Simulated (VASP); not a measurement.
# Ag (P6_3/mmc) in VASP: notebook, part 2 of 2

VASP 6.6.1. The steps go on from the part before.

## Step 3: Single point, r2SCAN

This run uses another cell than the first one, of 17.36 Å³/atom, 1.003 times its volume.

Contents of POSCAR:

```
Ag
1.0
    2.9111314733      0.0000000000      0.0000000000
   -1.4555657366      2.5211138096      0.0000000000
    0.0000000000      0.0000000000      9.4637087400
Ag
4
Direct
    0.0000000000      0.0000000000      0.0000000000
    0.0000000000      0.0000000000      0.5000000000
    0.3333333300      0.6666666700      0.2500000000
    0.6666666700      0.3333333300      0.7500000000
```

Contents of INCAR.step1:

```
ALGO     = Normal         # electronic algorithm
EDIFF    = 1E-4           # SCF threshold, eV
ENCUT    = 520            # plane-wave cutoff, eV
GGA      = PE             # functional
ISMEAR   = 0              # smearing method
LASPH    = True           # aspherical terms in the spheres
LCHARG   = False          # write CHGCAR
LREAL    = False          # projectors in reciprocal space
LWAVE    = True           # write WAVECAR
NBANDS   = 30             # bands
NELM     = 100            # most SCF steps
PREC     = Accurate       # precision mode
SIGMA    = 0.1            # smearing width, eV
```

Contents of INCAR.step2:

```
ALGO     = Normal         # electronic algorithm
EDIFF    = 1E-6           # SCF threshold, eV
ENCUT    = 520            # plane-wave cutoff, eV
ISIF     = 2              # what is computed and relaxed
ISMEAR   = 0              # smearing method
ISTART   = 1            
LASPH    = True           # aspherical terms in the spheres
LCHARG   = True           # write CHGCAR
LELF     = True           # ELF
LMIXTAU  = True         
LREAL    = False          # projectors in reciprocal space
LVHAR    = True         
LWAVE    = False          # write WAVECAR
METAGGA  = R2SCAN         # meta-GGA
NBANDS   = 30             # bands
NELM     = 100            # most SCF steps
PREC     = Accurate       # precision mode
SIGMA    = 0.1            # smearing width, eV
```

Contents of KPOINTS:

```
k-points
0
Gamma
  9 9 2
```

Potentials or basis: VASP PAW PBE potentials, release 64 (Ag).

The run is started by

```sh
> cat potpaw_PBE.64/Ag/POTCAR > POTCAR
> cp INCAR.step1 INCAR
> mpirun -np 1 vasp_std > vasp.out
> cp INCAR.step2 INCAR
> mpirun -np 1 vasp_std > vasp.out
```

OUTCAR:

```text
EDIFF = 1E-6
   ENCUT = 520
   ISIF = 2
   ISMEAR = 0
   ISTART = 1
   LASPH = True
   LREAL = False
   METAGGA = R2SCAN
   NELM = 100
   PREC = Accurate

 ion  position               nearest neighbor table
   1  0.000  0.000  0.000-   3 2.90   4 2.90   3 2.90   4 2.90   4 2.90   3 2.90
   2  0.000  0.000  0.500-   3 2.90   4 2.90   3 2.90   4 2.90   4 2.90   3 2.90
   3  0.333  0.667  0.250-   1 2.90   2 2.90   1 2.90   2 2.90   1 2.90   2 2.90
   4  0.667  0.333  0.750-   1 2.90   2 2.90   1 2.90   2 2.90   1 2.90   2 2.90

  LATTYP: Found a hexagonal cell.
 ALAT       =     2.9111314733
 C/A-ratio  =     3.2508695766

  Lattice vectors:

 A1 = (   2.9111314733,   0.0000000000,   0.0000000000)
 A2 = (  -1.4555657366,   2.5211138096,   0.0000000000)
 A3 = (   0.0000000000,   0.0000000000,   9.4637087400)

Analysis of symmetry for initial positions (statically):
=====================================================================
 Subroutine PRICEL returns:
 Original cell was already a primitive cell.

 Routine SETGRP: Setting up the symmetry group for a
 hexagonal supercell.

 Subroutine GETGRP returns: Found 24 space group operations
 (whereof 12 operations were pure point group operations)
 out of a pool of 24 trial point group operations.

The static configuration has the point symmetry D_3d.
 The point group associated with its full space group is D_6h.

Analysis of symmetry for dynamics (positions and initial velocities):
=====================================================================
 Subroutine PRICEL returns:
 Original cell was already a primitive cell.

 Routine SETGRP: Setting up the symmetry group for a
 hexagonal supercell.

 Subroutine GETGRP returns: Found 24 space group operations
 (whereof 12 operations were pure point group operations)
 out of a pool of 24 trial point group operations.

The dynamic configuration has the point symmetry D_3d.
 The point group associated with its full space group is D_6h.

 Subroutine INISYM returns: Found 24 space group operations
[... 120 lines left out ...]
     AMIX_MAG =   1.60;   BMIX_MAG =  1.00
  volume/ion in A,a.u.               =      17.36       117.18
  Fermi-wavevector in a.u.,A,eV,Ry     =   1.406006  2.656966 26.896717  1.976853
  Thomas-Fermi vector in A             =   2.528410
   LORBIT       =      0    0 simple, 1 ext, 2 COOP (PROOUT), +10 PAW based schemes
   METAGGA = R2SCAN    functional components
   LHFCALC =     F    Hartree Fock is set to
   AEXX    =    0.0000 exact exchange contribution
   IVDW    =     0    specifies the selected vdW correction
   LEPSILON=     F    determine dielectric tensor
   LRPA    =     F    only Hartree local field effects (RPA)
 non-spin polarized calculation
 Gauss-broadening in eV      SIGMA  =   0.10
  energy-cutoff  :      520.00
  volume of cell :       69.46
 maximum number of plane-waves:      1908
 NGX is ok and might be reduce to    24
   NGX = 11   NGY = 11   NGZ = 35

 number of electron      44.0000001 magnetization

 Free energy of the ion-electron system (eV)
  ---------------------------------------------------
  ext. energy  EPLUGINS =         0.00000000
  ---------------------------------------------------
  free energy    TOTEN  =       -85.44189048 eV

  energy without entropy =      -85.43289993  energy(sigma->0) =      -85.43739520

 E-fermi :   8.1577     XC(G=0): -12.8392

 val. band max:        8.1207691642   @ k =   0.3333   0.1111   0.0000
 cond. band min:       8.5393879464   @ k =   0.4444   0.0000   0.0000
 fundamental gap:      0.4186187822
 Fermi energy:         8.1576911740

 k-point     1 :       0.0000    0.0000    0.0000
  band No.  band energies     occupation
      1       0.3629      2.00000
      2       1.5723      2.00000
      3       1.6907      2.00000
      4       1.6968      2.00000
      5       3.0875      2.00000
      6       3.0875      2.00000
[... 781 lines left out ...]
     29      15.7595      0.00000
     30      15.7595      0.00000

------------------------ aborting loop because EDIFF is reached ----------------------------------------

  FORCE on cell =-STRESS in cart. coord.  units (eV):
  Direction    XX          YY          ZZ          XY          YZ          ZX
  --------------------------------------------------------------------------------------
  -------------------------------------------------------------------------------------
  Total       -0.4652274     -0.4652274      0.6834284     -0.0000000      0.0000000     -0.0000000
  in kB      -10.7314962    -10.7314962     15.7647817     -0.0000000      0.0000000     -0.0000000
  external PRESSURE =      -1.8994036 kB  Pullay stress =       0.0000000 kB

 VOLUME and BASIS-vectors are now :
 -----------------------------------------------------------------------------
  energy-cutoff  :      520.00
  volume of cell :       69.46
      direct lattice vectors                 reciprocal lattice vectors
     2.911131473  0.000000000  0.000000000     0.343509048  0.198325041  0.000000000
    -1.455565737  2.521113810  0.000000000     0.000000000  0.396650082  0.000000000
     0.000000000  0.000000000  9.463708740     0.000000000  0.000000000  0.105666819

 POSITION                                       TOTAL-FORCE (eV/Angst)
 -----------------------------------------------------------------------------------
      0.00000      0.00000      0.00000         0.000000      0.000000      0.000000
      0.00000      0.00000      4.73185        -0.000000      0.000000      0.000000
     -0.00000      1.68074      2.36593         0.000000     -0.000000     -0.000000
      1.45557      0.84037      7.09778        -0.000000      0.000000     -0.000000
 -----------------------------------------------------------------------------------
    total drift:                                0.000000      0.000000      0.000000

  FREE ENERGIE OF THE ION-ELECTRON SYSTEM (eV)
  ---------------------------------------------------
  free  energy   TOTEN  =       -85.4418904800 eV

  energy  without entropy=      -85.4328999283  energy(sigma->0) =      -85.43739520
```

OUTCAR.step1:

```text
EDIFF = 1E-4
   ENCUT = 520
   GGA = PE
   ISMEAR = 0
[... 1021 lines left out ...]
      0.00000      0.00000      0.00000         0.000000      0.000000      0.000000
      0.00000      0.00000      4.73185         0.000000      0.000000      0.000000
     -0.00000      1.68074      2.36593         0.000000      0.000000     -0.000000
      1.45557      0.84037      7.09778        -0.000000     -0.000000      0.000000
 -----------------------------------------------------------------------------------
    total drift:                                0.000000      0.000000      0.000000

  FREE ENERGIE OF THE ION-ELECTRON SYSTEM (eV)
  ---------------------------------------------------
  free  energy   TOTEN  =       -10.8659311628 eV

  energy  without entropy=      -10.8567032130  energy(sigma->0) =      -10.86131719
```

OSZICAR.step1:

```text
N       E                     dE             d eps       ncg     rms          rms(c)
DAV:   1     0.293817309874E+03    0.29382E+03   -0.22546E+04  1440   0.145E+03
DAV:   2    -0.547101244434E+01   -0.29929E+03   -0.28301E+03  1494   0.333E+02
DAV:   3    -0.118257801593E+02   -0.63548E+01   -0.63208E+01  1670   0.553E+01
DAV:   4    -0.118537595616E+02   -0.27979E-01   -0.27976E-01  1554   0.356E+00
DAV:   5    -0.118540371964E+02   -0.27763E-03   -0.27763E-03  1632   0.383E-01    0.997E+00
DAV:   6    -0.109063259829E+02    0.94771E+00   -0.28651E+00  1536   0.139E+01    0.651E+00
DAV:   7    -0.108759712607E+02    0.30355E-01   -0.41884E-02  1536   0.138E+00    0.357E+00
DAV:   8    -0.108659185239E+02    0.10053E-01   -0.26414E-03  1584   0.343E-01    0.162E-01
DAV:   9    -0.108659311628E+02   -0.12639E-04   -0.47559E-05   996   0.820E-02
   1 F= -.10865931E+02 E0= -.10861317E+02  d E =-.922795E-02
```

Wall time 94 s (1 thread of Intel Xeon Platinum 8488C (Sapphire Rapids), shared host); peak memory 0.21 GiB.

Results:

| Property | Result |
| --- | --- |
| Free energy | -85.4419 eV |
| Pressure | -0.2 GPa |
| Band gap on the k mesh | zero (band 22 reaches 11.71 eV, above the bottom of band 23 at 4.87 eV) |

Stress tensor (GPa, compression positive):
```
-1.07  0.00  0.00
 0.00 -1.07  0.00
 0.00  0.00  1.58
```

Caveat: the PAW data sets were made with another functional, which shifts forces and pressure a little.

## Step 4: Single point, r2SCAN

This run uses another cell than the first one, of 16.99 Å³/atom, 0.982 times its volume.

Contents of POSCAR:

```
Ag
1.0
    2.8851075675      0.0000000000      0.0000000000
   -1.4425537837      2.4985764461      0.0000000000
    0.0000000000      0.0000000000      9.4272178978
Ag
4
Direct
    0.0000000000      0.0000000000      0.0000000000
    0.0000000000      0.0000000000      0.5000000000
    0.3333333333      0.6666666667      0.2500000000
    0.6666666667      0.3333333333      0.7500000000
```

Contents of INCAR.step1:

```
PREC = Accurate
ENCUT = 520
ISMEAR = 0
SIGMA = 0.1
LREAL = F
LASPH = T
NELM = 100
NBANDS = 30
GGA = PE
ALGO = Normal
EDIFF = 1E-4
LWAVE = T
LCHARG = F
```

Contents of INCAR.step2:

```
PREC = Accurate
ENCUT = 520
EDIFF = 1E-6
ISMEAR = 0
SIGMA = 0.1
LREAL = F
LASPH = T
NELM = 100
ALGO = Normal
ISIF = 2
LWAVE = F
LCHARG = F
METAGGA = R2SCAN
LMIXTAU = T
NBANDS = 30
ISTART = 1
```

Contents of KPOINTS:

```
regular mesh
0
Gamma
  18 18 6
```

Potentials or basis: VASP PAW PBE potentials, release 64 (Ag).

The run is started by

```sh
> cat potpaw_PBE.64/Ag/POTCAR > POTCAR
> cp INCAR.step1 INCAR
> mpirun -np 1 vasp_std > vasp.out
> cp INCAR.step2 INCAR
> mpirun -np 1 vasp_std > vasp.out
```

OUTCAR:

```text
PREC = Accurate
   ENCUT = 520
   EDIFF = 1E-6
   ISMEAR = 0
   LREAL = F
   LASPH = T
   NELM = 100
   ISIF = 2
   METAGGA = R2SCAN
   ISTART = 1

 ion  position               nearest neighbor table
   1  0.000  0.000  0.000-   3 2.89   4 2.89   3 2.89   4 2.89   4 2.89   3 2.89
   2  0.000  0.000  0.500-   3 2.89   4 2.89   3 2.89   4 2.89   4 2.89   3 2.89
   3  0.333  0.667  0.250-   1 2.89   2 2.89   1 2.89   2 2.89   1 2.89   2 2.89
   4  0.667  0.333  0.750-   1 2.89   2 2.89   1 2.89   2 2.89   1 2.89   2 2.89

[... 988 lines left out ...]
     30      18.9322      0.00000

 [... further k-points ...]
[... 5 lines left out ...]
  --------------------------------------------------------------------------------------
  -------------------------------------------------------------------------------------
  Total        0.9115906      0.9115906      0.9160364      0.0000000     -0.0000000      0.0000000
  in kB       21.4917723     21.4917723     21.5965869      0.0000000     -0.0000000      0.0000000
  external PRESSURE =      21.5267105 kB  Pullay stress =       0.0000000 kB

 VOLUME and BASIS-vectors are now :
 -----------------------------------------------------------------------------
  energy-cutoff  :      520.00
  volume of cell :       67.96
      direct lattice vectors                 reciprocal lattice vectors
     2.885107567  0.000000000  0.000000000     0.346607527  0.200113949  0.000000000
    -1.442553784  2.498576446  0.000000000     0.000000000  0.400227898  0.000000000
     0.000000000  0.000000000  9.427217898     0.000000000  0.000000000  0.106075834

 POSITION                                       TOTAL-FORCE (eV/Angst)
 -----------------------------------------------------------------------------------
      0.00000      0.00000      0.00000        -0.000000      0.000000      0.000000
      0.00000      0.00000      4.71361        -0.000000      0.000000      0.000000
     -0.00000      1.66572      2.35680         0.000000     -0.000000     -0.000000
      1.44255      0.83286      7.07041        -0.000000      0.000000      0.000000
 -----------------------------------------------------------------------------------
    total drift:                               -0.000000      0.000000      0.000000

  FREE ENERGIE OF THE ION-ELECTRON SYSTEM (eV)
  ---------------------------------------------------
  free  energy   TOTEN  =       -85.4156483383 eV

  energy  without entropy=      -85.4094051286  energy(sigma->0) =      -85.41252673
```

OSZICAR.step1:

```text
N       E                     dE             d eps       ncg     rms          rms(c)
DAV:   1     0.297727155390E+03    0.29773E+03   -0.22641E+04  8928   0.145E+03
DAV:   2    -0.527549124017E+01   -0.30300E+03   -0.28735E+03  9162   0.336E+02
DAV:   3    -0.118062914918E+02   -0.65308E+01   -0.64944E+01 10158   0.563E+01
DAV:   4    -0.118355219043E+02   -0.29230E-01   -0.29226E-01  9570   0.365E+00
DAV:   5    -0.118358066830E+02   -0.28478E-03   -0.28478E-03 10272   0.390E-01    0.106E+01
DAV:   6    -0.108588590626E+02    0.97695E+00   -0.28716E+00  9516   0.140E+01    0.683E+00
DAV:   7    -0.108243336298E+02    0.34525E-01   -0.47335E-02  9954   0.149E+00    0.364E+00
DAV:   8    -0.108139189544E+02    0.10415E-01   -0.29996E-03  9696   0.358E-01    0.182E-01
DAV:   9    -0.108139279704E+02   -0.90160E-05   -0.46175E-05  6480   0.780E-02
   1 F= -.10813928E+02 E0= -.10810846E+02  d E =-.616488E-02
```

It took 11 min on 1 thread of AMD EPYC 9R45 (Zen 5), shared host; peak memory 0.33 GiB.

Results:

| Quantity | Value |
| --- | --- |
| Free energy | -85.4156 eV |
| Pressure | 2.2 GPa |
| Band gap on the k mesh | zero (band 22 reaches 12.12 eV, above the bottom of band 23 at 5.07 eV) |

Caveat: the PAW data sets were made with another functional, which shifts forces and pressure a little.

## Step 5: Single point, r2SCAN

This run uses another cell than the first one, of 17.67 Å³/atom, 1.021 times its volume.

Contents of POSCAR:

```
Ag
1.0
    2.9233576096      0.0000000000      0.0000000000
   -1.4616788048      2.5317019543      0.0000000000
    0.0000000000      0.0000000000      9.5498858083
Ag
4
Direct
    0.0000000000      0.0000000000      0.0000000000
    0.0000000000      0.0000000000      0.5000000000
    0.3333333333      0.6666666667      0.2500000000
    0.6666666667      0.3333333333      0.7500000000
```

Contents of INCAR.step1:

```
PREC     = Accurate       # precision mode
ENCUT    = 520            # plane-wave cutoff, eV
ISMEAR   = 0              # smearing method
SIGMA    = 0.1            # smearing width, eV
LREAL    = False          # projectors in reciprocal space
LASPH    = True           # aspherical terms in the spheres
NELM     = 100            # most SCF steps
NBANDS   = 30             # bands
GGA      = PE             # functional
ALGO     = Normal         # electronic algorithm
EDIFF    = 1E-4           # SCF threshold, eV
LWAVE    = True           # write WAVECAR
LCHARG   = False          # write CHGCAR
```

Contents of INCAR.step2:

```
PREC     = Accurate       # precision mode
ENCUT    = 520            # plane-wave cutoff, eV
EDIFF    = 1E-6           # SCF threshold, eV
ISMEAR   = 0              # smearing method
SIGMA    = 0.1            # smearing width, eV
LREAL    = False          # projectors in reciprocal space
LASPH    = True           # aspherical terms in the spheres
NELM     = 100            # most SCF steps
ALGO     = Normal         # electronic algorithm
ISIF     = 2              # what is computed and relaxed
LWAVE    = False          # write WAVECAR
LCHARG   = False          # write CHGCAR
METAGGA  = R2SCAN         # meta-GGA
LMIXTAU  = True         
NBANDS   = 30             # bands
ISTART   = 1
```

KPOINTS is that of step 4.

The run is started by

```sh
> cat potpaw_PBE.64/Ag/POTCAR > POTCAR
> cp INCAR.step1 INCAR
> mpirun -np 1 vasp_std > vasp.out
> cp INCAR.step2 INCAR
> mpirun -np 1 vasp_std > vasp.out
```

It took 12 min on 1 thread of AMD EPYC 9R45 (Zen 5), shared host; peak memory 0.33 GiB.

It converged, with:

```yaml
Free_energy: -85.4174 eV
Pressure: -1.9 GPa
Band_gap_on_the_k_mesh: zero (band 22 reaches 11.46 eV, above the bottom of band 23 at 4.62 eV)
```

Levels at points of the mesh, in eV from the Fermi level:
| k point | band 19 | band 20 | band 21 | band 22 | band 23 | band 24 | band 25 | band 26 |
| --- | --- | --- | --- | --- | --- | --- | --- | --- |
| (0.00, 0.00, 0.00) | -3.89 | -3.69 | -3.69 | -3.30 | -3.30 | -0.22 | 3.51 | 11.27 |
| (0.50, 0.00, 0.00) | -3.12 | -3.09 | -0.06 | 0.89 | 1.02 | 1.60 | 4.27 | 4.35 |
| (0.00, 0.00, 0.50) | -3.46 | -3.46 | -3.46 | -3.46 | -2.41 | -2.41 | 6.51 | 6.51 |
| (0.50, 0.00, 0.50) | -3.13 | -3.13 | 0.32 | 0.32 | 1.45 | 1.45 | 4.77 | 4.77 |

Caveat: the PAW data sets were made with another functional, which shifts forces and pressure a little.

## Step 6: The runs side by side

| cell | k mesh | gap on the mesh (eV) | pressure (GPa) |
| --- | --- | --- | --- |
| a = 2.903, b = 2.903, c = 9.483 Å, angles 90.0, 90.0, 120.0°, 4 atoms | 18 × 18 × 6 | none | 0.1 |
| a = 2.911, b = 2.911, c = 9.464 Å, angles 90.0, 90.0, 120.0°, 4 atoms | 9 × 9 × 2 | none | -0.2 |
| a = 2.885, b = 2.885, c = 9.427 Å, angles 90.0, 90.0, 120.0°, 4 atoms | 18 × 18 × 6 | none | 2.2 |
| a = 2.923, b = 2.923, c = 9.550 Å, angles 90.0, 90.0, 120.0°, 4 atoms | 18 × 18 × 6 | none | -1.9 |

Alike in all rows: task single point; level r2SCAN; potentials or basis VASP PAW PBE potentials, release 64 (Ag); no spin polarisation; cutoff (eV) 520; smearing gaussian 0.1 eV.

Caveats: the PAW data sets were made with another functional, which shifts forces and pressure a little.

Absolute energies hang on the potentials; compare differences alone.
